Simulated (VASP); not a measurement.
Wanted: the native input for a VASP 6.6.1 run.

* Task: single point
* Functional: PBEsol
* Potentials or basis: VASP PAW PBE potentials, release 64 (Se, Pt)
* Cutoff: 520 eV
* k mesh: 9 × 7 × 1
* Occupations: gaussian, width 0.1 eV
* Spin: no spin polarisation
* Dipole correction: yes
* Further INCAR settings: LREAL = Auto; ALGO = Normal; EDIFF = 1e-06; NBANDS = 81

The structure of PtSe2 lies in POSCAR:

```
PtSe2
1.0
    3.7607248976      0.0000000000      0.0000000000
    0.0000000000      4.8633103208      0.0000000000
    0.0000000000      0.0000000000     33.4556720218
Se Pt
12 6
Direct
    0.0000000000      0.2606754617      0.2241772335
    0.0000000000      0.7393245383      0.2890767080
    0.5000000000      0.2606754617      0.3215264452
    0.5000000000      0.7393245383      0.3864259197
    0.0000000000      0.2606754617      0.4188756569
    0.0000000000      0.7393245383      0.4837751314
    0.5000000000      0.2606754617      0.5162248686
    0.5000000000      0.7393245383      0.5811243431
    0.0000000000      0.2606754617      0.6135740803
    0.0000000000      0.7393245383      0.6784735548
    0.5000000000      0.2606754617      0.7109232920
    0.5000000000      0.7393245383      0.7758227665
    0.5000000000      0.0000000000      0.2566269708
    0.0000000000      0.0000000000      0.3539761825
    0.5000000000      0.0000000000      0.4513253942
    0.0000000000      0.0000000000      0.5486746058
    0.5000000000      0.0000000000      0.6460238175
    0.0000000000      0.0000000000      0.7433730292
```

This cell differs from its parent crystal: atoms taken out.

These files were run (other wordings do the same):

INCAR

```
PREC = Accurate ; ENCUT = 520
EDIFF = 1E-6 ; ISMEAR = 0
SIGMA = 0.1 ; LREAL = Auto
LASPH = T ; NELM = 60
ALGO = Normal ; ISIF = 2
LWAVE = F ; LCHARG = F
LDIPOL = T ; IDIPOL = 3
DIPOL = 0.5 0.5 0.500 ; GGA = PS
NBANDS = 81
```

KPOINTS

```
regular mesh
0
Gamma
  9 7 1
```

Potentials or basis: VASP PAW PBE potentials, release 64 (Se, Pt).

Command:

```bash
$ cat potpaw_PBE.64/Se/POTCAR potpaw_PBE.64/Pt/POTCAR > POTCAR
$ mpirun -np 1 vasp_std > vasp.out
```

It gave:

| Quantity | Value |
| --- | --- |
| Largest force | 1.055 eV/Å |
| Band gap on the k mesh | zero (bands 66 and 67 overlap by 0.25 eV) |

Caveat: the cell differs from its parent crystal (atoms taken out); the PAW data sets were made with another functional, which shifts forces and pressure a little; spin-orbit coupling is left out, which moves the levels of the heavy elements.

Wall time 26 min on 1 thread of Intel(R) Xeon(R) 6975P-C (Granite Rapids) (shared host), peak memory 0.91 GiB.
